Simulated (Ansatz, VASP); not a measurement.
# InAs: VASP beside Ansatz

```xyz
2
Lattice="0.0000 2.9935 2.9935 2.9935 0.0000 2.9935 2.9935 2.9935 0.0000" Properties=species:S:1:pos:R:3 pbc="T T T"
In    0.0000    0.0000    0.0000
As    4.4902    4.4902    4.4902
```

Change from the starting cell: volume scaled by 0.97.

Alike in both runs: task single point; functional PBE; k mesh 10 × 10 × 10; occupations fermi-dirac, width 0.08 eV; no spin polarisation.

|  | VASP | Ansatz |
| --- | --- | --- |
| version | VASP 6.6.1 | Ansatz 0.2.0 |
| potentials or method | VASP PAW PBE potentials, release 64 (In_d, As), cutoff 520 eV | all-electron LAPW, scalar-relativistic |

```tsv
	VASP	Ansatz	Ansatz less VASP
pressure (GPa)	6.1	6.0	-0.07
```

Ansatz ran all-electron here, and VASP with PAW potentials.
